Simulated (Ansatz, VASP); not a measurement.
## One calculation of Pb, two programs

The input POSCAR:

```
Pb
1.0
    0.0000000000      3.4617755540      3.4617755540
    3.4617755540      0.0000000000      3.4617755540
    3.4617755540      3.4617755540      0.0000000000
Pb
2
Direct
    0.2500000000      0.2500000000      0.2500000000
    0.0000000000      0.0000000000      0.0000000000
```

The input INCAR.step1:

```
SYSTEM = Pb
ALGO = Normal
EDIFF = 1E-4
ENCUT = 520
GGA = PE
ISMEAR = -1
LASPH = .TRUE.
LCHARG = .FALSE.
LREAL = .FALSE.
LWAVE = .TRUE.
NBANDS = 21
NELM = 100
PREC = Accurate
SIGMA = 0.05
```

File INCAR.step2:

```
SYSTEM = Pb
ALGO = Normal
EDIFF = 1E-6
ENCUT = 520
ISIF = 2
ISMEAR = -1
ISTART = 1
LASPH = .TRUE.
LCHARG = .TRUE.
LELF = .TRUE.
LMIXTAU = .TRUE.
LREAL = .FALSE.
LVHAR = .TRUE.
LWAVE = .FALSE.
METAGGA = R2SCAN
NBANDS = 21
NELM = 100
PREC = Accurate
SIGMA = 0.05
```

File KPOINTS:

```
k-points
0
G
  7 7 7
  0 0 0
```

The input input.yaml:

```yaml
crystal:
  lattice:
    - [0.0, 3.461775554, 3.461775554]
    - [3.461775554, 0.0, 3.461775554]
    - [3.461775554, 3.461775554, 0.0]
  atoms:
    - { symbol: Pb, position: [0.25, 0.25, 0.25] }
    - { symbol: Pb, position: [0.0, 0.0, 0.0] }
hamiltonian:
  xc: r2scan
  pseudopotentials: { kind: paw }
kpoints:
  mp_grid: { grid: [7, 7, 7] }
scf:
  occupations: { method: fermi_dirac, width: 0.05 }
output:
  forces: true
  stress: true
  eigenvalues: true
```

Alike in both runs: task single point; functional r2SCAN; k mesh 7 × 7 × 7; occupations fermi-dirac, width 0.05 eV; no spin polarisation.

|  | VASP | Ansatz |
| --- | --- | --- |
| version | VASP 6.6.1 | Ansatz 0.2.0 |
| potentials or method | VASP PAW PBE potentials, release 64 (Pb_d) | Ansatz PAW |
| plane-wave cutoff (eV) | 520 | 500 |
| valence electrons in the cell | 28 | 28 |

```tsv
	VASP	Ansatz	Ansatz less VASP
gap on the k mesh at the Fermi level (eV)	none	none	-
pressure (GPa)	0.4	0.4	+0.02
```

VASP's potentials were made for PBE, not for r2SCAN. A gap of «none» marks a metal or a gap that the smearing closes. With one functional, cell and mesh, what is left measures potentials, basis and numerics.

Spin-orbit coupling is off throughout.
